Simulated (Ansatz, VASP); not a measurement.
**Sb in VASP and in Ansatz**

File INCAR:

```
SYSTEM = Sb
PREC = Accurate
ENCUT = 520
EDIFF = 1E-6
ISMEAR = 0
SIGMA = 0.019000000000000003
LREAL = .FALSE.
LASPH = .TRUE.
NELM = 60
ALGO = Normal
ISIF = 2
LWAVE = .FALSE.
LCHARG = .TRUE.
GGA = PE
LELF = .TRUE.
LVHAR = .TRUE.
NBANDS = 12
```

Contents of KPOINTS:

```
regular mesh
0
G
  9 9 5
  0 0 0
```

The input POSCAR:

```
Sb
1.0
    3.3545324186      0.0000000000      0.0000000000
   -1.6772662093      2.9051102923      0.0000000000
    0.0000000000      0.0000000000      5.4701606500
Sb
2
Direct
    0.6666666667      0.3333333333      0.7500000000
    0.3333333333      0.6666666667      0.2500000000
```

File input.yaml:

```yaml
crystal:
  lattice:
    - [3.3545324186, 0.0, 0.0]
    - [-1.6772662093, 2.9051102923, 0.0]
    - [0.0, 0.0, 5.47016065]
  atoms:
    - { symbol: Sb, position: [0.6666666667, 0.3333333333, 0.75] }
    - { symbol: Sb, position: [0.3333333333, 0.6666666667, 0.25] }
hamiltonian:
  xc: pbe
  pseudopotentials: { kind: paw }
kpoints:
  mp_grid: { grid: [9, 9, 5] }
scf:
  occupations: { method: gaussian, width: 0.019 }
output:
  forces: true
  stress: true
  eigenvalues: true
```

Alike in both runs: task single point; functional PBE; k mesh 9 × 9 × 5; occupations gaussian, width 0.019 eV; no spin polarisation.

|  | VASP | Ansatz |
| --- | --- | --- |
| version | VASP 6.6.1 | Ansatz 0.2.0 |
| potentials or method | VASP PAW PBE potentials, release 64 (Sb) | Ansatz PAW |
| plane-wave cutoff (eV) | 520 | 420 |
| valence electrons in the cell | 10 | 30 |

|  | VASP | Ansatz | Ansatz less VASP |
| --- | --- | --- | --- |
| gap on the k mesh at the Fermi level (eV) | none | none | - |
| pressure (GPa) | 1.3 | 1.5 | +0.16 |
| traceless stress, the component that is largest in VASP (GPa) | 0.44 | 0.41 | -0.027 |

A gap of «none» marks a metal or a gap that the smearing closes. VASP's potentials hold 10 valence electrons a cell and Ansatz's 30, so a difference there can come from the potentials and not from the codes.

Spin-orbit coupling is off throughout.
